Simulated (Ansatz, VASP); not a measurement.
## One calculation of HfO2, two programs

```
CELL_PARAMETERS angstrom
0.03161 2.52918 2.52918
2.52918 0.03161 2.52918
2.56080 2.56080 0.00000
ATOMIC_POSITIONS crystal
Hf 0.00000 0.00000 0.00000
O 0.24822 0.24822 0.25178
O 0.75178 0.75178 0.74822
```

Change from the starting cell: shear_xy strain +2.5%.

Alike in both runs: task single point; functional r2SCAN; k mesh 8 × 8 × 8; no spin polarisation.

|  | VASP | Ansatz |
| --- | --- | --- |
| version | VASP 6.6.1 | Ansatz 0.2.0 |
| potentials or method | VASP PAW PBE potentials, release 64 (Hf_pv, O) | plane waves, PAW |
| plane-wave cutoff (eV) | 520 | 500 |
| occupations | gaussian, width 0.01 eV | fixed |
| valence electrons in the cell | 22 | 38 |

VASP gave:

```
gap on the k mesh at the Fermi level (eV)                     : 4.32
pressure (GPa)                                                : -3.9
traceless stress, the component that is largest in VASP (GPa) : -1.77
rms of the force components (eV/Å)                            : 0.008
```

Problem. Which values does Ansatz return?

Solution. gap on the k mesh at the Fermi level (eV): 4.30; pressure (GPa): 0.1; traceless stress, the component that is largest in VASP (GPa): -1.86; rms of the force components (eV/Å): 0.000.

VASP's potentials were made for PBE, not for r2SCAN. Atom by atom the forces differ by 0.008 eV/Å (rms over components). VASP's potentials hold 22 valence electrons a cell and Ansatz's 38, so a difference there can come from the potentials and not from the codes.

Neither program's run includes spin-orbit coupling.
